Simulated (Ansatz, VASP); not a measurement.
One calculation of Ge, two programs

The input INCAR:

```
  PREC = Accurate
  ENCUT = 520
  EDIFF = 1E-6
  ISMEAR = 0
  SIGMA = 0.1
  LREAL = F
  LASPH = T
  NELM = 60
  ALGO = Normal
  ISIF = 2
  LWAVE = F
  LCHARG = T
  GGA = PS
  LELF = T
  LVHAR = T
  NBANDS = 21
```

File KPOINTS:

```
Automatic mesh
0
Gamma
  12 12 12
```

POSCAR

```
Ge
1.0
    0.0000000000      2.7232003036      2.7232003036
    2.8080634036      0.0000000000      2.7232003036
    2.8080634036      2.7232003036      0.0000000000
Ge
2
Direct
    0.5000000000      0.5000000000      0.5000000000
    0.7500000000      0.7500000000      0.7500000000
```

Input for Ansatz:

```yaml
crystal:
  lattice:
    - [0.0, 2.7232003036, 2.7232003036]
    - [2.8080634036, 0.0, 2.7232003036]
    - [2.8080634036, 2.7232003036, 0.0]
  atoms:
    - { symbol: Ge, position: [0.5, 0.5, 0.5] }
    - { symbol: Ge, position: [0.75, 0.75, 0.75] }
basis:
  ecutwfc: 420
kpoints:
  mp_grid: { grid: [12, 12, 12] }
hamiltonian:
  xc: pbesol
scf:
  occupations: { method: gaussian, width: 0.1 }
output:
  forces: true
  stress: true
  eigenvalues: true
```

Alike in both runs: task single point; functional PBEsol; k mesh 12 × 12 × 12; occupations gaussian, width 0.1 eV; no spin polarisation.

|  | VASP | Ansatz |
| --- | --- | --- |
| version | VASP 6.6.1 | Ansatz 0.2.0 |
| potentials or method | VASP PAW PBE potentials, release 64 (Ge_d), cutoff 520 eV | scalar-relativistic, plane waves, PAW |
| valence electrons in the cell | 28 | 28 |

|  | VASP | Ansatz | Ansatz less VASP |
| --- | --- | --- | --- |
| gap on the k mesh at the Fermi level (eV) | 0.17 | 0.17 | -0.005 |
| least direct gap on the mesh (eV) | 0.68 | 0.67 | -0.014 |
| pressure (GPa) | 7.7 | 7.8 | +0.13 |
| traceless stress, the component that is largest in VASP (GPa) | -1.64 | -1.64 | +0.005 |

VASP's potentials were made for PBE, not for PBEsol. With one functional, cell and mesh, what is left measures potentials, basis and numerics.
